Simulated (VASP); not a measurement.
# InSe (R3m) in VASP: a series of runs, part 3 of 3

VASP 6.6.1.

### 5 Relaxation of cell and atoms, PBEsol+D3(BJ)

This run uses another cell than the first one, of 29.24 Å³/atom.

File INCAR:

```
SYSTEM = InSe
PREC = Accurate
ENCUT = 500
EDIFF = 1E-7
ISMEAR = 0
SIGMA = 0.01
LREAL = .FALSE.
LASPH = .TRUE.
NELM = 120
ALGO = Normal
ISIF = 3
LWAVE = .FALSE.
LCHARG = .FALSE.
GGA = PS
IVDW = 12
IBRION = 2
NSW = 80
EDIFFG = -0.01
GGA_COMPAT = .FALSE.
NELMIN = 4
```

File KPOINTS:

```
regular mesh
0
G
  6 6 6
  0 0 0
```

File POSCAR:

```
InSe
1.0
    2.0000000000      1.1547005384      8.4400000000
   -2.0000000000      1.1547005384      8.4400000000
    0.0000000000     -2.3094010768      8.4400000000
In Se
2 2
Direct
    0.0000000000      0.0000000000      0.0000000000
    0.8885996667      0.8885996667      0.8885996667
    0.3835003333      0.3835003333      0.3835003333
    0.1719000000      0.1719000000      0.1719000000
```

Started as:

```console
$ cat potpaw_PBE.64/In_d/POTCAR potpaw_PBE.64/Se/POTCAR > POTCAR
$ mpirun -np 1 vasp_std > vasp.out
```

Wall time 18 min (1 thread of Intel Xeon 6975P-C (Granite Rapids), shared host); peak memory 0.66 GiB.

The run converged. Its results:

- Free energy: -16.7905 eV
- Relaxed volume: 27.40 Å³/atom
- Relaxed cell: a = 8.376 Å, b = 8.376 Å, c = 8.376 Å, α = 27.37°, β = 27.37°, γ = 27.37°
- Space group after relaxing (to 0.1 Å): R3m (No. 160)
- Energy gained by relaxing: 12.2 meV/atom
- Ionic steps: 16
- Pressure after relaxing: 0.0 GPa
- Largest force after relaxing: 0.008 eV/Å
- Band gap on the k mesh: 0.32 eV
- Dispersion energy per atom: -0.309 eV

Forces in eV/Å, atoms in the order of the input:
```
In   0.000  0.000  0.001
In   0.000  0.000  0.003
Se   0.000  0.000 -0.008
Se   0.000  0.000  0.004
```

The path:
| step | energy change (eV) | largest force (eV/Å) | pressure (GPa) | volume (Å³) |
| --- | --- | --- | --- | --- |
| 1 | 0.0000 | 0.3067 | -1.35 | 116.95 |
| 2 | -0.0254 | 0.2657 | 0.24 | 112.82 |
| 3 | -0.0254 | 0.2630 | 0.22 | 112.89 |
| 4 | -0.0300 | 0.1410 | -0.13 | 112.85 |
| 5 | -0.0300 | 0.1777 | -0.18 | 112.85 |
| 6 | -0.0347 | 0.1484 | -0.17 | 112.28 |
| 7 | -0.0391 | 0.0883 | -0.13 | 110.97 |
| 8 | -0.0433 | 0.0435 | 0.27 | 109.87 |
| 9 | -0.0443 | 0.0797 | 0.57 | 109.06 |
| 10 | -0.0468 | 0.0462 | 0.38 | 109.17 |
| 11 | -0.0483 | 0.0620 | 0.16 | 109.31 |
| 12 | -0.0484 | 0.0756 | 0.08 | 109.36 |
| 13 | -0.0487 | 0.0355 | 0.02 | 109.50 |
| 14 | -0.0488 | 0.0139 | -0.01 | 109.62 |
| 15 | -0.0488 | 0.0145 | -0.01 | 109.60 |
| 16 | -0.0488 | 0.0080 | 0.01 | 109.59 |

Final structure:
```xyz
4
Lattice="1.9815 1.1440 8.0569 -1.9815 1.1440 8.0569 0.0000 -2.2881 8.0569" Properties=species:S:1:pos:R:3 pbc="T T T"
In    0.0000    0.0000    0.0283
In    0.0000    0.0000   21.4498
Se    0.0000    0.0000    9.3767
Se    0.0000    0.0000    4.0478
```

Levels at points of the mesh, in eV from the valence-band top:
| k point | band 17 | band 18 | band 19 | band 20 | band 21 | band 22 |
| --- | --- | --- | --- | --- | --- | --- |
| (0.00, 0.00, 0.00) | -1.47 | -1.23 | -1.23 | 1.93 | 2.07 | 4.29 |
| (0.50, 0.00, 0.00) | -2.58 | -2.26 | -1.77 | 0.90 | 2.01 | 3.59 |
| (0.50, 0.50, 0.00) | -2.75 | -2.04 | -1.62 | 0.91 | 1.98 | 3.11 |
| (0.50, 0.50, 0.50) | -1.14 | -1.14 | 0.00 | 0.32 | 2.16 | 4.15 |

Caveat: the PAW data sets were made with another functional, which shifts forces and pressure a little; spin-orbit coupling is left out, which moves the levels of the heavy elements. A k mesh can miss the band edges.

### 6 Relaxation of cell and atoms, PBEsol

This run uses another cell than the first one, of 29.24 Å³/atom.

File INCAR:

```
SYSTEM = InSe
PREC = Accurate
ENCUT = 500
EDIFF = 1E-7
ISMEAR = 0
SIGMA = 0.01
LREAL = .False.
LASPH = .True.
NELM = 120
ALGO = Normal
ISIF = 3
LWAVE = .False.
LCHARG = .False.
GGA = PS
IBRION = 2
NSW = 80
EDIFFG = -0.01
GGA_COMPAT = .False.
NELMIN = 4
```

File KPOINTS:

```
Automatic mesh
0
Gamma
  6 6 6
  0 0 0
```

POSCAR is that of step 5.

Potentials or basis: VASP PAW PBE potentials, release 64 (In_d, Se).

Started as:

```console
$ cat potpaw_PBE.64/In_d/POTCAR potpaw_PBE.64/Se/POTCAR > POTCAR
$ mpirun -np 1 vasp_std > vasp.out
```

Wall time 6.5 min (1 thread of Intel Xeon 6975P-C (Granite Rapids), shared host); peak memory 0.64 GiB.

It converged, with:

| Quantity | Value |
| --- | --- |
| Free energy | -15.5922 eV |
| Relaxed volume | 29.26 Å³/atom |
| Relaxed cell | a = 8.705 Å, b = 8.705 Å, c = 8.705 Å, α = 26.66°, β = 26.66°, γ = 26.66° |
| Space group after relaxing (to 0.1 Å) | R3m (No. 160) |
| Energy gained by relaxing | 1.7 meV/atom |
| Ionic steps | 5 |
| Pressure after relaxing | 0.0 GPa |
| Largest force after relaxing | 0.008 eV/Å |
| Band gap on the k mesh | 0.32 eV |

Forces on the atoms (eV/Å):
```
In   0.000  0.000  0.003
In   0.000  0.000  0.001
Se   0.000  0.000 -0.008
Se   0.000  0.000  0.004
```

Step by step:
```tsv
step	energy change (eV)	largest force (eV/Å)	pressure (GPa)	volume (Å³)
1	0.0000	0.3173	0.26	116.95
2	-0.0059	0.0742	-0.35	117.73
3	-0.0064	0.0413	-0.23	117.57
4	-0.0069	0.0071	0.04	116.94
5	-0.0069	0.0081	0.00	117.03
```

Final structure:
```
In Se
1.0
     2.00661    1.15851    8.39058
    -2.00661    1.15851    8.39058
     0.00000   -2.31703    8.39058
In Se
2 2
Direct
  0.99948 0.99948 0.99948
  0.88917 0.88917 0.88917
  0.38358 0.38358 0.38358
  0.17178 0.17178 0.17178
```

Levels at points of the mesh, in eV from the valence-band top:
| k point | band 17 | band 18 | band 19 | band 20 | band 21 | band 22 |
| --- | --- | --- | --- | --- | --- | --- |
| (0.00, 0.00, 0.00) | -1.31 | -1.21 | -1.21 | 1.63 | 1.98 | 4.28 |
| (0.50, 0.00, 0.00) | -2.34 | -2.24 | -1.70 | 1.10 | 1.91 | 3.61 |
| (0.50, 0.50, 0.00) | -2.51 | -2.03 | -1.55 | 1.10 | 1.90 | 3.24 |
| (0.50, 0.50, 0.50) | -1.13 | -1.13 | 0.00 | 0.32 | 2.04 | 4.19 |

Caveat: the PAW data sets were made with another functional, which shifts forces and pressure a little; spin-orbit coupling is left out, which moves the levels of the heavy elements. A k mesh can miss the band edges.

### 7 The runs side by side

| task | level | cell | cutoff (eV) | gap on the mesh (eV) | pressure (GPa) | relaxed volume (Å³/atom) | largest force (eV/Å) |
| --- | --- | --- | --- | --- | --- | --- | --- |
| single point | PBEsol+D3(BJ) | a = 8.373 Å, angles 27.4°, 4 atoms, atomic positions A | 500 | 0.32 | 0.1 | - | 0.02 |
| single point | PBEsol | a = 8.726 Å, angles 26.6°, 4 atoms, atomic positions B | 500 | 0.34 | 0.1 | - | 0.02 |
| single point | r2SCAN | a = 8.987 Å, angles 26.0°, 4 atoms, atomic positions C | 550 | 0.90 | 0.0 | - | 0.02 |
| relaxation of cell and atoms | PBEsol+D3(BJ) | relaxed from a = 8.750 Å, angles 26.4°, 4 atoms, atomic positions D | 500 | 0.32 | 0.0 | 27.40 | 0.01 |
| relaxation of cell and atoms | PBEsol | relaxed from a = 8.750 Å, angles 26.4°, 4 atoms, atomic positions D | 500 | 0.32 | 0.0 | 29.26 | 0.01 |

Alike in all rows: potentials or basis VASP PAW PBE potentials, release 64 (In_d, Se); no spin polarisation; k mesh 6 × 6 × 6; smearing gaussian 0.01 eV.

Caveats: the PAW data sets were made with another functional, which shifts forces and pressure a little; spin-orbit coupling is left out, which moves the levels of the heavy elements.

Total energies depend on the potentials used, so only differences within one code and one set of settings carry meaning.

### 8 How close it comes

Step 2. Against the measured gap of InSe, 1.25 eV (300 K; “The Interaction of Hydrogen with the van der Waals Crystal γ-InSe”, 2020, pmc:7321205), the calculated 0.32 eV is off by -0.93 eV. Spin-orbit coupling on In, Se is left out. The value is that of PBEsol+D3(BJ) on a finite k mesh, which can miss the band edges, without temperature or zero-point motion. Semilocal functionals fall short of measured gaps as a rule.

Step 3. Against the measured gap of InSe, 1.25 eV (300 K; “The Interaction of Hydrogen with the van der Waals Crystal γ-InSe”, 2020, pmc:7321205), the calculated 0.34 eV is off by -0.91 eV. Spin-orbit coupling on In, Se is left out. The value is that of PBEsol on a finite k mesh, which can miss the band edges, without temperature or zero-point motion. Semilocal functionals fall short of measured gaps as a rule.

Step 4. Against the measured gap of InSe, 1.25 eV (300 K; “The Interaction of Hydrogen with the van der Waals Crystal γ-InSe”, 2020, pmc:7321205), the calculated 0.90 eV is off by -0.35 eV. Spin-orbit coupling on In, Se is left out. The value is that of r2SCAN on a finite k mesh, which can miss the band edges, without temperature or zero-point motion.
